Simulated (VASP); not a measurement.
# CS2 (Cmce) in VASP: notebook

Runs on CS2. Level: PBE+D3(BJ). Tasks: single point.

Everything below comes from runs of VASP 6.6.1. Logs are shortened: lines on timing, memory, paths and dates and some standing lists are left out, and cuts for length are marked.

### Step 1. The cell of the first run

Symmetry: Cmce, No. 64, orthorhombic system. The conventional cell has a = 6.204 Å, b = 5.402 Å, c = 9.316 Å, α = 90.00°, β = 90.00°, γ = 90.00°. S (site symmetry m) has 1 C at 1.56 Å within 2.1 Å. C (site symmetry 2/m) has 2 S at 1.56 Å within 2.1 Å.

### Step 2. Single point, PBE+D3(BJ)

Contents of INCAR:

```
SYSTEM = CS2
PREC = Accurate
ENCUT = 520
EDIFF = 1E-6
ISMEAR = -1
SIGMA = 0.05
LREAL = .FALSE.
LASPH = .TRUE.
NELM = 80
ALGO = Normal
ISIF = 2
LWAVE = .FALSE.
LCHARG = .FALSE.
GGA = PE
IVDW = 12
NBANDS = 25
```

Contents of KPOINTS:

```
Automatic mesh
0
G
  6 6 3
  0 0 0
```

Contents of POSCAR:

```
CS2
1.0
    3.1019206617     -2.7010033072      0.0000000000
    3.1019206617      2.7010033072      0.0000000000
    0.0000000000      0.0000000000      9.3157469992
S C
4 2
Direct
    0.1960691053      0.8039308947      0.8769018083
    0.3039308947      0.6960691053      0.3769018083
    0.6960691053      0.3039308947      0.6230981917
    0.8039308947      0.1960691053      0.1230981917
    0.5000000000      0.5000000000      0.5000000000
    0.0000000000      0.0000000000      0.0000000000
```

Potentials or basis: VASP PAW PBE potentials, release 64 (S, C).

Command:

```sh
$ cat potpaw_PBE.64/S/POTCAR potpaw_PBE.64/C/POTCAR > POTCAR
$ mpirun -np 1 vasp_std > vasp.out
```

OUTCAR:

```text
SYSTEM = CS2
   PREC = Accurate
   ENCUT = 520
   EDIFF = 1E-6
   ISMEAR = -1
   LREAL = .FALSE.
   LASPH = .TRUE.
   NELM = 80
   ISIF = 2
   GGA = PE
   IVDW = 12
 IVDW          = 12

 ion  position               nearest neighbor table
   1  0.196  0.804  0.877-   6 1.56
   2  0.304  0.696  0.377-   5 1.56
   3  0.696  0.304  0.623-   5 1.56
   4  0.804  0.196  0.123-   6 1.56
   5  0.500  0.500  0.500-   2 1.56   3 1.56
   6  0.000  0.000  0.000-   1 1.56   4 1.56

  LATTYP: Found a base centered orthorhombic cell.
 ALAT       =     5.4020066144
 B/A-ratio  =     1.1484327522
 C/A-ratio  =     1.7244975181

  Lattice vectors:

 A1 = (  -3.1019206617,  -2.7010033072,   0.0000000000)
 A2 = (   3.1019206617,  -2.7010033072,   0.0000000000)
 A3 = (   0.0000000000,   0.0000000000,   9.3157469992)

Analysis of symmetry for initial positions (statically):
=====================================================================
 Subroutine PRICEL returns:
 Original cell was already a primitive cell.

 Routine SETGRP: Setting up the symmetry group for a
 base centered orthorhombic supercell.

 Subroutine GETGRP returns: Found  8 space group operations
 (whereof  4 operations were pure point group operations)
 out of a pool of  8 trial point group operations.

The static configuration has the point symmetry C_2h.
 The point group associated with its full space group is D_2h.

Analysis of symmetry for dynamics (positions and initial velocities):
=====================================================================
 Subroutine PRICEL returns:
 Original cell was already a primitive cell.

 Routine SETGRP: Setting up the symmetry group for a
 base centered orthorhombic supercell.

 Subroutine GETGRP returns: Found  8 space group operations
 (whereof  4 operations were pure point group operations)
 out of a pool of  8 trial point group operations.

The dynamic configuration has the point symmetry C_2h.
 The point group associated with its full space group is D_2h.

 Subroutine INISYM returns: Found  8 space group operations
 (whereof  4 operations are pure point group operations),
 and found     1 'primitive' translations

----------------------------------------------------------------------------------------

                                     Primitive cell

  volume of cell :     156.1002

  direct lattice vectors                    reciprocal lattice vectors
     3.101920662 -2.701003307  0.000000000     0.161190454 -0.185116397  0.000000000
     3.101920662  2.701003307  0.000000000     0.161190454  0.185116397  0.000000000
     0.000000000  0.000000000  9.315746999     0.000000000  0.000000000  0.107345122

  length of vectors
     4.113068278  4.113068278  9.315746999     0.245459656  0.245459656  0.107345122

  position of ions in fractional coordinates (direct lattice)
     0.196069105  0.803930895  0.876901808
     0.303930895  0.696069105  0.376901808
     0.696069105  0.303930895  0.623098192
     0.803930895  0.196069105  0.123098192
     0.500000000  0.500000000  0.500000000
     0.000000000  0.000000000  0.000000000

  ion indices of the primitive-cell ions
   primitive index   ion index
                 1           1
                 2           2
                 3           3
                 4           4
                 5           5
                 6           6

----------------------------------------------------------------------------------------

 KPOINTS: Automatic mesh

Automatic generation of k-mesh.
 Grid dimensions read from file:
 generate k-points for:    6    6    3

 Generating k-lattice:

  Cartesian coordinates                     Fractional coordinates (reciprocal lattice)
     0.026865076 -0.030852733  0.000000000     0.166666667  0.000000000  0.000000000
     0.026865076  0.030852733  0.000000000     0.000000000  0.166666667  0.000000000
     0.000000000  0.000000000  0.035781707     0.000000000  0.000000000  0.333333333

  Length of vectors
     0.040909943  0.040909943  0.035781707

  Shift w.r.t. Gamma in fractional coordinates (k-lattice)
     0.000000000  0.000000000  0.000000000

 Subroutine IBZKPT returns following result:
 ===========================================

 Found     26 irreducible k-points:

 Following reciprocal coordinates:
            Coordinates               Weight
  0.000000  0.000000  0.000000      1.000000
  0.166667  0.000000  0.000000      4.000000
  0.333333  0.000000  0.000000      4.000000
  0.500000  0.000000  0.000000      2.000000
  0.166667  0.166667  0.000000      2.000000
  0.333333  0.166667  0.000000      4.000000
[... 16 lines left out ...]
  0.333333  0.333333  0.333333      4.000000
  0.500000  0.333333  0.333333      8.000000
 [... further k-points ...]
   k-points           NKPTS =     26   k-points in BZ     NKDIM =     26   number of bands    NBANDS=     25
   number of dos      NEDOS =    301   number of ions     NIONS =      6
   total plane-waves  NPLWV =  71680
   dimension x,y,z NGX =    32 NGY =   32 NGZ =   70
   dimension x,y,z NGXF=    64 NGYF=   64 NGZF=  140
   ions per type =               4   2
   NGX,Y,Z   is equivalent  to a cutoff of  12.93, 12.93, 12.49 a.u.
   NGXF,Y,Z  is equivalent  to a cutoff of  25.87, 25.87, 24.98 a.u.
 SYSTEM =  CS2
   PREC   = accura    normal or accurate (medium, high low for compatibility)
   ISTART =      0    job   : 0-new  1-cont  2-samecut
   ICHARG =      2    charge: 1-file 2-atom 10-const
   ISPIN  =      1    spin polarized calculation?
   LNONCOLLINEAR =      F non collinear calculations
   LSORBIT =      F    spin-orbit coupling
   LASPH  =      T    aspherical Exc in radial PAW
   ENCUT  =  520.0 eV  38.22 Ry    6.18 a.u.   7.65  7.65 17.32*2*pi/ulx,y,z
   NELM   =     80;   NELMIN=  2; NELMDL= -5     # of ELM steps
   EDIFF  = 0.1E-05   stopping-criterion for ELM
   LREAL  =      F    real-space projection
   EDIFFG = 0.1E-04   stopping-criterion for IOM
   NSW    =      0    number of steps for IOM
   IBRION =     -1    ionic relax: 0-MD 1-quasi-New 2-CG
   NFREE  =      0    steps in history (QN), initial steepest desc. (CG)
   ISIF   =      2    stress and relaxation
   ISYM   =      2    0-nonsym 1-usesym 2-fastsym
   POTIM  = 0.5000    time-step for ionic-motion
   TEBEG  =    0.0;   TEEND  =   0.0 temperature during run
   PSTRESS=    0.0 pullay stress
   NELECT =      32.0000    total number of electrons
   NUPDOWN=      -1.0000    fix difference up-down
   EMIN   =  10.00;   EMAX   =-10.00  energy-range for DOS
   EFERMI =   0.00;   METHOD = LEGACY
   ISMEAR =    -1;   SIGMA  =   0.05  broadening in eV -4-tet -1-fermi 0-gaus
   EFERMI_NEDOS =   21; number of points for ismear=-14 and -15
   IALGO  =     38    algorithm
   IMIX   =      4    mixing-type and parameters
     AMIX     =   0.40;   BMIX     =  1.00
     AMIX_MAG =   1.60;   BMIX_MAG =  1.00
  volume/ion in A,a.u.               =      26.02       175.57
  Fermi-wavevector in a.u.,A,eV,Ry     =   0.965288  1.824130 12.677654  0.931781
  Thomas-Fermi vector in A             =   2.094992
   LORBIT       =      0    0 simple, 1 ext, 2 COOP (PROOUT), +10 PAW based schemes
   GGA     = PE    functional components
   LHFCALC =     F    Hartree Fock is set to
   AEXX    =    0.0000 exact exchange contribution
   IVDW    =    12    specifies the selected vdW correction
   LEPSILON=     F    determine dielectric tensor
   LRPA    =     F    only Hartree local field effects (RPA)
 non-spin polarized calculation
  energy-cutoff  :      520.00
  volume of cell :      156.10
 maximum number of plane-waves:      4230
 NGX is ok and might be reduce to    32
   NGX = 15   NGY = 15   NGZ = 35

 number of electron      32.0000008 magnetization

 Free energy of the ion-electron system (eV)
  ---------------------------------------------------
  ext. energy  EPLUGINS =         0.00000000
  ---------------------------------------------------
  free energy    TOTEN  =       -33.22194462 eV

  energy without entropy =      -33.22194462  energy(sigma->0) =      -33.22194462

 E-fermi :   0.7877     XC(G=0):  -7.5611

 val. band max:       -0.3182835022   @ k =   0.5000   0.5000   0.0000
 cond. band min:       2.6208456773   @ k =   0.5000   0.5000   0.0000
 fundamental gap:      2.9391291795
 Fermi energy:         0.7876928560

 k-point     1 :       0.0000    0.0000    0.0000
  band No.  band energies     occupation
      1     -15.4542      2.00000
      2     -15.3336      2.00000
      3     -13.2350      2.00000
      4     -13.0076      2.00000
      5      -7.0033      2.00000
      6      -6.3415      2.00000
[... 17 lines left out ...]
     24       7.6871      0.00000
     25       8.3609      0.00000

 k-point     2 :       0.1667    0.0000    0.0000
  band No.  band energies     occupation
      1     -15.4151      2.00000
      2     -15.3092      2.00000
      3     -13.2256      2.00000
      4     -13.0306      2.00000
      5      -6.9833      2.00000
      6      -6.3870      2.00000
[... 17 lines left out ...]
     24       7.3742      0.00000
     25       8.4553      0.00000

 k-point     3 :       0.3333    0.0000    0.0000
  band No.  band energies     occupation
      1     -15.3275      2.00000
      2     -15.2647      2.00000
      3     -13.1997      2.00000
      4     -13.0897      2.00000
      5      -6.8977      2.00000
      6      -6.5199      2.00000
[... 552 lines left out ...]
 k-point    23 :       0.3333    0.3333    0.3333
  band No.  band energies     occupation
      1     -15.2450      2.00000
      2     -15.2089      2.00000
      3     -13.1476      2.00000
      4     -13.0934      2.00000
      5      -6.8175      2.00000
      6      -6.7058      2.00000
[... 17 lines left out ...]
     24       7.5199      0.00000
     25       8.6909      0.00000

 k-point    24 :       0.5000    0.3333    0.3333
  band No.  band energies     occupation
      1     -15.2044      2.00000
      2     -15.1808      2.00000
      3     -13.1445      2.00000
      4     -13.1143      2.00000
      5      -6.7654      2.00000
      6      -6.7315      2.00000
[... 17 lines left out ...]
     24       7.6880      0.00000
     25       8.5623      0.00000

 [... further k-points ...]

------------------------ aborting loop because EDIFF is reached ----------------------------------------

 Edisp (eV)   -0.97327

 E8    (eV) :    -0.3339

  FORCE on cell =-STRESS in cart. coord.  units (eV):
  Direction    XX          YY          ZZ          XY          YZ          ZX
  --------------------------------------------------------------------------------------
  -------------------------------------------------------------------------------------
  Total      -0.11187    -0.83060    -0.95342     0.00000     0.00000     0.00000
  in kB      -1.14823    -8.52508    -9.78567     0.00000     0.00000     0.00000
  external pressure =       -6.49 kB  Pullay stress =        0.00 kB

 VOLUME and BASIS-vectors are now :
 -----------------------------------------------------------------------------
  energy-cutoff  :      520.00
  volume of cell :      156.10
      direct lattice vectors                 reciprocal lattice vectors
     3.101920662 -2.701003307  0.000000000     0.161190454 -0.185116397  0.000000000
     3.101920662  2.701003307  0.000000000     0.161190454  0.185116397  0.000000000
     0.000000000  0.000000000  9.315746999     0.000000000  0.000000000  0.107345122

 POSITION                                       TOTAL-FORCE (eV/Angst)
 -----------------------------------------------------------------------------------
      3.10192      1.64184      8.16900         0.000000      0.167626      0.181960
      3.10192      1.05917      3.51112         0.000000     -0.167626      0.181960
      3.10192     -1.05917      5.80463         0.000000      0.167626     -0.181960
      3.10192     -1.64184      1.14675         0.000000     -0.167626     -0.181960
      3.10192      0.00000      4.65787         0.000000      0.000000      0.000000
      0.00000      0.00000      0.00000         0.000000      0.000000      0.000000
 -----------------------------------------------------------------------------------
    total drift:                               -0.000000     -0.000000      0.000000

  FREE ENERGIE OF THE ION-ELECTRON SYSTEM (eV)
  ---------------------------------------------------
  free  energy   TOTEN  =       -34.1952185829 eV

  energy  without entropy=      -34.1952185829  energy(sigma->0) =      -34.19521858
```

Wall time 38 s (1 thread of Intel Xeon 6975P-C (Granite Rapids), shared host); peak memory 0.29 GiB.

What came out:

```
Free energy                : -34.1952 eV
Pressure                   : -0.6 GPa
Largest force              : 0.247 eV/Å
Band gap on the k mesh     : 2.94 eV, direct
Dispersion energy per atom : -0.162 eV
```

Forces on the atoms (eV/Å):
```
S    0.000  0.168  0.182
S    0.000 -0.168  0.182
S    0.000  0.168 -0.182
S    0.000 -0.168 -0.182
C    0.000  0.000  0.000
C    0.000  0.000  0.000
```

Stress tensor (GPa, compression positive):
```
-0.11  0.00  0.00
 0.00 -0.85  0.00
 0.00  0.00 -0.98
```

Levels at points of the mesh, in eV from the valence-band top:
```tsv
k point	band 13	band 14	band 15	band 16	band 17	band 18	band 19	band 20
(0.00, 0.00, 0.00)	-0.78	-0.65	-0.55	-0.15	2.98	3.12	3.64	3.97
(0.50, 0.00, 0.00)	-0.52	-0.52	-0.19	-0.19	3.28	3.28	3.63	3.63
(0.50, 0.50, 0.00)	-1.10	-1.09	-0.47	0.00	2.94	3.14	4.35	4.44
```

Caveat: three body term missing.

### Step 3. Single point, PBE+D3(BJ)

This run uses another cell than the first one, of 35.85 Å³/atom, 1.378 times its volume.

INCAR: that of step 2 with these lines changed.

```diff
@@ -3,3 +3,3 @@
 ENCUT = 520
-EDIFF = 1E-6
+EDIFF = 1E-7
 ISMEAR = -1
```

Contents of KPOINTS:

```
regular mesh
0
G
  6 6 3
  0 0 0
```

Contents of POSCAR:

```
CS2
1.0
    3.6457880000     -2.9943140000      0.0000000000
    3.6457880000      2.9943140000      0.0000000000
    0.0000000000      0.0000000000      9.8512570000
S C
4 2
Direct
    0.1815210000      0.8184790000      0.8868670000
    0.3184790000      0.6815210000      0.3868670000
    0.6815210000      0.3184790000      0.6131330000
    0.8184790000      0.1815210000      0.1131330000
    0.5000000000      0.5000000000      0.5000000000
    0.0000000000      0.0000000000      0.0000000000
```

Potentials or basis: VASP PAW PBE potentials, release 64 (S, C).

Command:

```sh
$ cat potpaw_PBE.64/S/POTCAR potpaw_PBE.64/C/POTCAR > POTCAR
$ mpirun -np 1 vasp_std > vasp.out
```

OUTCAR:

```text
SYSTEM = CS2
   PREC = Accurate
   ENCUT = 520
   EDIFF = 1E-7
   ISMEAR = -1
   LREAL = .FALSE.
   LASPH = .TRUE.
   NELM = 80
   ISIF = 2
   GGA = PE
   IVDW = 12
 IVDW          = 12

 ion  position               nearest neighbor table
   1  0.182  0.818  0.887-   6 1.56
   2  0.318  0.682  0.387-   5 1.56
   3  0.682  0.318  0.613-   5 1.56
   4  0.818  0.182  0.113-   6 1.56
[... 885 lines left out ...]
  Direction    XX          YY          ZZ          XY          YZ          ZX
  --------------------------------------------------------------------------------------
  -------------------------------------------------------------------------------------
  Total      -0.89470    -0.78423    -0.77608     0.00000     0.00000     0.00000
  in kB      -6.66462    -5.84175    -5.78105     0.00000     0.00000     0.00000
  external pressure =       -6.10 kB  Pullay stress =        0.00 kB

 VOLUME and BASIS-vectors are now :
 -----------------------------------------------------------------------------
  energy-cutoff  :      520.00
  volume of cell :      215.09
      direct lattice vectors                 reciprocal lattice vectors
     3.645788000 -2.994314000  0.000000000     0.137144562 -0.166983155  0.000000000
     3.645788000  2.994314000  0.000000000     0.137144562  0.166983155  0.000000000
     0.000000000  0.000000000  9.851257000     0.000000000  0.000000000  0.101509889

 POSITION                                       TOTAL-FORCE (eV/Angst)
 -----------------------------------------------------------------------------------
      3.64579      1.90725      8.73675         0.000000     -0.017623     -0.014072
      3.64579      1.08706      3.81113         0.000000      0.017623     -0.014072
      3.64579     -1.08706      6.04013         0.000000     -0.017623      0.014072
      3.64579     -1.90725      1.11450         0.000000      0.017623      0.014072
      3.64579      0.00000      4.92563         0.000000      0.000000      0.000000
      0.00000      0.00000      0.00000         0.000000      0.000000      0.000000
 -----------------------------------------------------------------------------------
    total drift:                                0.000000     -0.000000     -0.000000

  FREE ENERGIE OF THE ION-ELECTRON SYSTEM (eV)
  ---------------------------------------------------
  free  energy   TOTEN  =       -34.0096672529 eV

  energy  without entropy=      -34.0096672528  energy(sigma->0) =      -34.00966725
```

OSZICAR:

```text
N       E                     dE             d eps       ncg     rms          rms(c)
DAV:   1     0.187644231591E+03    0.18764E+03   -0.12118E+04  1300   0.102E+03
DAV:   2    -0.146398899499E+02   -0.20228E+03   -0.19283E+03  1846   0.192E+02
DAV:   3    -0.352428174628E+02   -0.20603E+02   -0.20415E+02  1617   0.673E+01
DAV:   4    -0.356841317190E+02   -0.44131E+00   -0.44039E+00  1703   0.121E+01
DAV:   5    -0.356963992704E+02   -0.12268E-01   -0.12262E-01  1735   0.190E+00    0.297E+01
DAV:   6    -0.335684676588E+02    0.21279E+01   -0.47014E+00  1351   0.134E+01    0.132E+01
DAV:   7    -0.333949983701E+02    0.17347E+00   -0.13765E+00  1715   0.647E+00    0.743E+00
DAV:   8    -0.333945593718E+02    0.43900E-03   -0.19680E-01  1597   0.215E+00    0.101E+00
DAV:   9    -0.333808950239E+02    0.13664E-01   -0.41155E-02  1614   0.100E+00    0.906E-01
DAV:  10    -0.333795337349E+02    0.13613E-02   -0.43516E-03  1551   0.370E-01    0.347E-01
DAV:  11    -0.333792608919E+02    0.27284E-03   -0.99757E-04  1678   0.161E-01    0.324E-01
DAV:  12    -0.333792350788E+02    0.25813E-04   -0.23431E-04  1460   0.962E-02    0.565E-02
DAV:  13    -0.333792411318E+02   -0.60530E-05   -0.38265E-05  1736   0.328E-02    0.222E-02
DAV:  14    -0.333792397242E+02    0.14076E-05   -0.15168E-06  1621   0.664E-03    0.763E-03
DAV:  15    -0.333792395762E+02    0.14798E-06   -0.60005E-07  1486   0.503E-03    0.658E-03
DAV:  16    -0.333792394658E+02    0.11038E-06   -0.96857E-08  1278   0.170E-03    0.210E-03
DAV:  17    -0.333792394692E+02   -0.33997E-08   -0.12692E-08   893   0.762E-04
   1 F= -.34009667E+02 E0= -.34009667E+02  d E =-.819187E-10
```

stdout:

```text
POSCAR found type information on POSCAR S C
 POSCAR found :  2 types and       6 ions
 scaLAPACK will be used
 LDA part: xc-table for (Slater+PW92), standard interpolation
 POSCAR, INCAR and KPOINTS ok, starting setup
 FFT: planning ... GRIDC
 FFT: planning ... GRID_SOFT
 FFT: planning ... GRID
 WAVECAR not read
 entering main loop
```

It took 68 s on 1 thread of Intel Xeon 6975P-C (Granite Rapids), shared host; peak memory 0.36 GiB.

Results:

- Free energy: -34.0097 eV
- Pressure: -0.6 GPa
- Largest force: 0.023 eV/Å
- Band gap on the k mesh: 3.43 eV, direct
- Dispersion energy per atom: -0.105 eV

Forces in eV/Å, atoms in the order of the input:
```
S    0.000 -0.018 -0.014
S    0.000  0.018 -0.014
S    0.000 -0.018  0.014
S    0.000  0.018  0.014
C    0.000  0.000  0.000
C    0.000  0.000  0.000
```

Caveat: three body term missing. A k mesh can miss the band edges.
